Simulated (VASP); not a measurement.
A run of VASP 6.6.1:

The input INCAR:

```
SYSTEM = SrO
ALGO     = Normal         ! electronic algorithm
EDIFF    = 1E-7           ! SCF threshold, eV
ENCUT    = 520            ! plane-wave cutoff, eV
GGA      = PE             ! functional
ISIF     = 2              ! what is computed and relaxed
ISMEAR   = 0              ! smearing method
LASPH    = .TRUE.         ! aspherical terms in the spheres
LCHARG   = .FALSE.        ! write CHGCAR
LREAL    = .FALSE.        ! projectors in reciprocal space
LWAVE    = .FALSE.        ! write WAVECAR
NBANDS   = 15             ! bands
NELM     = 60             ! most SCF steps
PREC     = Accurate       ! precision mode
SIGMA    = 0.02           ! smearing width, eV
```

KPOINTS

```
k-points
0
G
  8 8 8
  0 0 0
```

POSCAR

```
SrO
1.0
    0.0000000000      2.5973730518      2.5973730518
    2.5973730518      0.0000000000      2.5973730518
    2.5973730518      2.5973730518      0.0000000000
Sr O
1 1
Direct
    0.5000000000      0.5000000000      0.5000000000
    0.0000000000      0.0000000000      0.0000000000
```

Potentials or basis: VASP PAW PBE potentials, release 64 (Sr_sv, O).

The run is started by

```sh
$ cat potpaw_PBE.64/Sr_sv/POTCAR potpaw_PBE.64/O/POTCAR > POTCAR
$ mpirun -np 1 vasp_std > vasp.out
```

Hardware: 1 thread of AMD EPYC 9R45 (Zen 5), with other jobs on the host.

Problem. How long does it take, and how much memory?

Solution. Run time: 7.9 s on 1 thread of AMD EPYC 9R45 (Zen 5), on a shared host, peak memory 0.13 GiB. Counts: scf iterations 15, k points 29.
